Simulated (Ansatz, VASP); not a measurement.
Two plane-wave programs on Pt

```xyz
1
Lattice="0.0000 1.9853 1.9853 1.9853 0.0000 1.9853 1.9853 1.9853 0.0000" Properties=species:S:1:pos:R:3 pbc="T T T"
Pt    0.0000    0.0000    0.0000
```

Alike in both runs: functional PBE; k mesh 18 × 18 × 18; occupations gaussian, width 0.1 eV; no spin polarisation.

Ansatz relaxed the structure, and its values are those at the end. VASP's run is a single point on that final structure, the one shown.

```csv
,VASP,Ansatz
version,VASP 6.6.1,Ansatz 0.2.0
potentials or method,"VASP PAW PBE potentials, release 64 (Pt), cutoff 520 eV","scalar-relativistic, plane waves, PAW"
valence electrons in the cell,10,18
```

```csv
,VASP,Ansatz,Ansatz less VASP
gap on the k mesh at the Fermi level (eV),none,none,-
pressure (GPa),-0.6,-0.1,+0.48
```

A gap of «none» marks a metal or a gap that the smearing closes. With one functional, cell and mesh, what is left measures potentials, basis and numerics. VASP's potentials hold 10 valence electrons a cell and Ansatz's 18, so a difference there can come from the potentials and not from the codes.

Spin-orbit coupling is off throughout.
